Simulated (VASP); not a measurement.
Input of a VASP 6.6.1 run:

Contents of INCAR:

```
PREC = Accurate ; ENCUT = 520
EDIFF = 1E-7 ; ISMEAR = 0
SIGMA = 0.1 ; LREAL = F
LASPH = T ; NELM = 80
ALGO = Normal ; ISIF = 2
LWAVE = F ; LCHARG = F
GGA = PE ; NBANDS = 49
```

Contents of KPOINTS:

```
regular mesh
0
Gamma
  6 6 2
```

POSCAR

```
TiW2
1.0
    2.7966014064      0.0000000000      0.0000000000
   -1.3983007032      2.4219278622      0.0000000000
    0.0000000000      0.0000000000     14.7502615976
Ti W
2 4
Direct
    0.3333333333      0.6666666667      0.7500000000
    0.6666666667      0.3333333333      0.2500000000
    0.3333333333      0.6666666667      0.0830848490
    0.3333333333      0.6666666667      0.4169151510
    0.6666666667      0.3333333333      0.9169151510
    0.6666666667      0.3333333333      0.5830848490
```

Potentials or basis: VASP PAW PBE potentials, release 64 (Ti_sv, W_sv).

Command:

```bash
$ cat potpaw_PBE.64/Ti_sv/POTCAR potpaw_PBE.64/W_sv/POTCAR > POTCAR
$ mpirun -np 1 vasp_std > vasp.out
```

(1) Predict the pressure.

(2) What does it give for the largest force?

(3) Predict the band gap on the k mesh.

Answers

(1) -0.1 GPa.

(2) 0.012 eV/Å.

(3) zero (band 40 reaches 10.18 eV, above the bottom of band 41 at 9.41 eV).

Caveat: the k points lie up to 0.43 Å⁻¹ apart; spin-orbit coupling is left out, which moves the levels of the heavy elements.
